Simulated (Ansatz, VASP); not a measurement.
One calculation of BN, two programs

Contents of INCAR:

```
SYSTEM = BN
  ALGO = Normal
  EDIFF = 1E-6
  ENCUT = 520
  GGA = CA
  ISIF = 2
  ISMEAR = 0
  LASPH = .TRUE.
  LCHARG = .TRUE.
  LELF = .TRUE.
  LREAL = .FALSE.
  LVHAR = .TRUE.
  LWAVE = .FALSE.
  NBANDS = 16
  NELM = 60
  PREC = Accurate
  SIGMA = 0.05
```

File KPOINTS:

```
k-points
0
G
  12 12 4
  0 0 0
```

POSCAR

```
BN
1.0
    2.5634246121      0.0000000000      0.0000000000
   -1.2817123060      2.2199908348      0.0000000000
    0.0000000000      0.0000000000      6.8545974127
B N
2 2
Direct
    0.3333333333      0.6666666667      0.2500000000
    0.6666666667      0.3333333333      0.7500000000
    0.3333333333      0.6666666667      0.7500000000
    0.6666666667      0.3333333333      0.2500000000
```

Input for Ansatz:

```yaml
crystal:
  lattice:
    - [2.5634246121, 0.0, 0.0]
    - [-1.281712306, 2.2199908348, 0.0]
    - [0.0, 0.0, 6.8545974127]
  atoms:
    - { symbol: B, position: [0.3333333333, 0.6666666667, 0.25] }
    - { symbol: B, position: [0.6666666667, 0.3333333333, 0.75] }
    - { symbol: "N", position: [0.3333333333, 0.6666666667, 0.75] }
    - { symbol: "N", position: [0.6666666667, 0.3333333333, 0.25] }
basis:
  ecutwfc: 520.0
kpoints:
  mp_grid: { grid: [12, 12, 4] }
hamiltonian:
  xc: lda
  pseudopotentials: { kind: paw, azcp: { folder: soft_1 } }
scf:
  occupations: { method: gaussian, width: 0.05 }
output:
  forces: true
  stress: true
  eigenvalues: true
```

Alike in both runs: task single point; functional LDA; k mesh 12 × 12 × 4; occupations gaussian, width 0.05 eV; no spin polarisation.

|  | VASP | Ansatz |
| --- | --- | --- |
| version | VASP 6.6.1 | Ansatz 0.2.0 |
| potentials or method | VASP PAW LDA potentials, release 64 (B, N), cutoff 520 eV | scalar-relativistic, plane waves, PAW |
| valence electrons in the cell | 16 | 16 |

Ansatz gave:

```
gap on the k mesh at the Fermi level (eV)                     : 4.02
least direct gap on the mesh (eV)                             : 4.34
pressure (GPa)                                                : -19.2
traceless stress, the component that is largest in VASP (GPa) : 18.11
```

Task: What did VASP give for the same quantities?

Result: gap on the k mesh at the Fermi level (eV): 4.01; least direct gap on the mesh (eV): 4.33; pressure (GPa): -18.7; traceless stress, the component that is largest in VASP (GPa): 17.45.

Ansatz warns that its potentials were made for another functional, while VASP's fit it. LDA's correlation is that of Perdew and Zunger in VASP and of Perdew and Wang (1992) in Ansatz.
